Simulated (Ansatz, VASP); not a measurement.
## SiO2: VASP beside Ansatz

INCAR

```
SYSTEM = SiO2
ALGO = Normal
EDIFF = 1E-7
ENCUT = 520
GGA = PE
ISIF = 2
ISMEAR = -1
LASPH = .True.
LCHARG = .False.
LREAL = .False.
LWAVE = .False.
NBANDS = 25
NELM = 100
PREC = Accurate
SIGMA = 0.02
```

KPOINTS

```
k-points
0
Gamma
  8 8 8
  0 0 0
```

Contents of POSCAR:

```
SiO2
1.0
   -2.4719629981      2.4719629981      3.5122615264
    2.4719629981     -2.4719629981      3.5122615264
    2.4719629981      2.4719629981     -3.5122615264
Si O
2 4
Direct
    0.0000000000      0.0000000000      0.0000000000
    0.7500000000      0.2500000000      0.5000000000
    0.9852385279      0.6250000000      0.8602385279
    0.3750000000      0.2352385279      0.3602385279
    0.7647614721      0.1250000000      0.1397614721
    0.8750000000      0.0147614721      0.6397614721
```

Input for Ansatz:

```yaml
crystal:
  lattice:
    - [-2.4719629981, 2.4719629981, 3.5122615264]
    - [2.4719629981, -2.4719629981, 3.5122615264]
    - [2.4719629981, 2.4719629981, -3.5122615264]
  atoms:
    - { symbol: Si, position: [0.0, 0.0, 0.0] }
    - { symbol: Si, position: [0.75, 0.25, 0.5] }
    - { symbol: O, position: [0.9852385279, 0.625, 0.8602385279] }
    - { symbol: O, position: [0.375, 0.2352385279, 0.3602385279] }
    - { symbol: O, position: [0.7647614721, 0.125, 0.1397614721] }
    - { symbol: O, position: [0.875, 0.0147614721, 0.6397614721] }
kpoints:
  mp_grid: { grid: [8, 8, 8] }
  band_path:
    path:
      - [0.0, 0.0, 0.0]
      - [0.0, 0.0, 0.5]
      - [0.25, 0.25, 0.25]
      - [0.0, 0.5, 0.0]
      - [0.5, 0.5, -0.5]
      - [0.3641756915, 0.6358243085, -0.3641756915]
      - [-0.3641756915, 0.3641756915, 0.3641756915]
      - [-0.2283513829, 0.2283513829, 0.5]
      - [0.5, 0.5, -0.2283513829]
    npoints: 1
hamiltonian:
  xc: pbe
scf:
  occupations: { method: fermi_dirac, width: 0.02 }
  n_extra_bands: 5
output:
  forces: true
  stress: true
  eigenvalues: true
```

Change from the starting cell: uniaxial_z strain -4.0%.

Alike in both runs: task single point; functional PBE; k mesh 8 × 8 × 8; occupations fermi-dirac, width 0.02 eV; no spin polarisation.

|  | VASP | Ansatz |
| --- | --- | --- |
| version | VASP 6.6.1 | Ansatz 0.2.0 |
| potentials or method | VASP PAW PBE potentials, release 64 (Si, O) | plane waves, PAW |
| plane-wave cutoff (eV) | 520 | 420 |
| valence electrons in the cell | 32 | 32 |

```csv
,VASP,Ansatz,Ansatz less VASP
gap on the k mesh at the Fermi level (eV),6.10,6.10,+0.001
pressure (GPa),6.5,6.3,-0.17
"traceless stress, the component that is largest in VASP (GPa)",1.37,1.35,-0.019
rms of the force components (eV/Å),0.143,0.142,-0.0006
```

Atom by atom the forces differ by 0.001 eV/Å (rms over components).
